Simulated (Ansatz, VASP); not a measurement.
BaTiO3: VASP beside Ansatz

```xyz
5
Lattice="2.8182 1.6271 2.3100 -2.8182 1.6271 2.3100 0.0000 -3.2542 2.3100" Properties=species:S:1:pos:R:3 pbc="T T T"
Ba    0.0000    0.0000    0.0000
Ti    0.0000    0.0000    3.5620
O     0.0000   -1.5942    4.5384
O    -1.3806    0.7971    4.5384
O     1.3806    0.7971    4.5384
```

Change from the starting cell: volume scaled by 0.99, PAW files.

Alike in both runs: task electric field gradients; functional PBE; k mesh 9 × 9 × 9; occupations fermi-dirac, width 0.05 eV; no spin polarisation.

|  | VASP | Ansatz |
| --- | --- | --- |
| version | VASP 6.6.1 | Ansatz 0.2.0 |
| potentials or method | VASP PAW PBE potentials, release 64 (Ba_sv, Ti_sv, O) | PAW with Ansatz's default frozen-core files, scalar-relativistic |
| plane-wave cutoff (eV) | 520 | 420 |
| valence electrons in the cell | 40 | 40 |

|  | VASP | Ansatz | Ansatz less VASP |
| --- | --- | --- | --- |
| gap on the k mesh at the Fermi level (eV) | 2.41 | 2.47 | +0.057 |
| pressure (GPa) | 8.7 | 6.9 | -1.87 |
| traceless stress, the component that is largest in VASP (GPa) | -0.30 | -0.25 | +0.047 |
| rms of the force components (eV/Å) | 0.143 | 0.122 | -0.0214 |
| size of Vzz on the site where it differs most (V/Å²) | 19.6 | 20.5 | +0.87 |

Atom by atom the forces differ by 0.028 eV/Å (rms over components). With one functional, cell and mesh, what is left measures potentials, basis and numerics.

Neither program's run includes spin-orbit coupling.
